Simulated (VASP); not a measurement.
Wanted: the native input for a VASP 6.6.1 run.

| Property | Result |
| --- | --- |
| Task | electric field gradients |
| Functional | LDA |
| Potentials or basis | VASP PAW LDA potentials, release 64 (N) |
| Cutoff | 520 eV |
| k mesh | 10 × 10 × 5 |
| Occupations | fermi-dirac, width 0.02 eV |
| Spin | no spin polarisation |
| Dipole correction | no |
| Further INCAR settings | ALGO = Normal; EDIFF = 1e-08; NBANDS = 12 |

The structure of N lies in POSCAR:

```
N
1.0
    3.6290016496      0.0000000000      0.0000000000
   -1.8145008248      3.1428076190      0.0000000000
    0.0000000000      0.0000000000      5.8900000000
N
2
Direct
    0.3333333333      0.6666666667      0.2500000000
    0.6666666667      0.3333333333      0.7500000000
```

These files were run (other wordings do the same):

INCAR

```
ALGO     = Normal         # electronic algorithm
EDIFF    = 1E-8           # SCF threshold, eV
ENCUT    = 520            # plane-wave cutoff, eV
ISIF     = 2              # what is computed and relaxed
ISMEAR   = -1             # smearing method
LASPH    = T              # aspherical terms in the spheres
LCHARG   = F              # write CHGCAR
LEFG     = T            
LREAL    = F              # projectors in reciprocal space
LWAVE    = F              # write WAVECAR
NBANDS   = 12             # bands
NELM     = 100            # most SCF steps
PREC     = Accurate       # precision mode
SIGMA    = 0.02           # smearing width, eV
```

KPOINTS

```
k-points
0
Gamma
  10 10 5
```

Potentials or basis: VASP PAW LDA potentials, release 64 (N).

Run with:

```console
$ cat potpaw_LDA.64/N/POTCAR > POTCAR
$ mpirun -np 1 vasp_std > vasp.out
```

Results of the run:

```
Pressure                                : -8.6 GPa
Band gap on the k mesh                  : zero (bands 5 and 6 overlap by 0.58 eV)
Largest electric field gradient by atom : N -0.4 V/Å²
```

Caveat: the cell stands under tension; without QUAD_EFG the Cq values of the log hold for a quadrupole moment of 1 mb, not for the nuclei.

It took 30 s on 1 thread of AMD EPYC 7R13, on a shared host, peak memory 0.13 GiB.
